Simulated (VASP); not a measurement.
Here is a VASP 6.6.1 calculation.

POSCAR

```
K
1.0
   -2.6687432201      2.6687432201      2.6687432201
    2.6687432201     -2.6687432201      2.6687432201
    2.6687432201      2.6687432201     -2.6687432201
K
1
Direct
    0.0000000000      0.0000000000      0.0000000000
```

INCAR.step1

```
PREC = Accurate
ENCUT = 520
ISMEAR = -1
SIGMA = 0.02
LREAL = False
LASPH = True
NELM = 60
NBANDS = 10
GGA = PE
ALGO = Normal
EDIFF = 1E-4
LWAVE = True
LCHARG = False
```

INCAR.step2

```
PREC = Accurate
ENCUT = 520
EDIFF = 1E-6
ISMEAR = -1
SIGMA = 0.02
LREAL = False
LASPH = True
NELM = 60
ALGO = Normal
ISIF = 2
LWAVE = False
LCHARG = False
METAGGA = R2SCAN
LMIXTAU = True
NBANDS = 10
ISTART = 1
```

File KPOINTS:

```
Automatic mesh
0
Gamma
  13 13 13
```

Potentials or basis: VASP PAW PBE potentials, release 64 (K_sv).

Run with:

```sh
$ cat potpaw_PBE.64/K_sv/POTCAR > POTCAR
$ cp INCAR.step1 INCAR
$ mpirun -np 1 vasp_std > vasp.out
$ cp INCAR.step2 INCAR
$ mpirun -np 1 vasp_std > vasp.out
```

Question: What does it give for the pressure?

Answer: 0.0 GPa.

Caveat: the PAW data sets were made with another functional, which shifts forces and pressure a little.
